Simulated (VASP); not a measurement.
NbB2, 3 atoms in the cell. It takes space group P6/mmm (No. 191, hexagonal). The conventional cell has a = 3.083 Å, b = 3.083 Å, c = 3.266 Å, α = 90.00°, β = 90.00°, γ = 120.00°. Within 3.3 Å of Nb (site symmetry 6/mmm) lie 12 B at 2.42 Å and 8 Nb at 3.08 to 3.27 Å. Within 2.5 Å of B (site symmetry -6m2) lie 3 B at 1.78 Å and 6 Nb at 2.42 Å. 

* Program: VASP 6.6.1
* Task: single point
* Functional: PBEsol
* Potentials or basis: VASP PAW PBE potentials, release 64 (Nb_sv, B)
* Cutoff: 500 eV
* k mesh: 7 × 7 × 5
* Occupations: methfessel-paxton, width 0.1 eV
* Spin: no spin polarisation
* Dipole correction: no
* Further INCAR settings: ALGO = Normal; EDIFF = 1e-06; NBANDS = 16

Potentials or basis: VASP PAW PBE potentials, release 64 (Nb_sv, B).

Run with:

```console
$ cat potpaw_PBE.64/Nb_sv/POTCAR potpaw_PBE.64/B/POTCAR > POTCAR
$ mpirun -np 1 vasp_std > vasp.out
```

Hardware: 1 thread of Intel Xeon 8259CL (shared host).

Task: How long does it take, and how much memory?

Result: Run time: 17 s on 1 thread of Intel Xeon 8259CL (shared host), peak memory 0.14 GiB. Counts: scf iterations 12, k points 24.
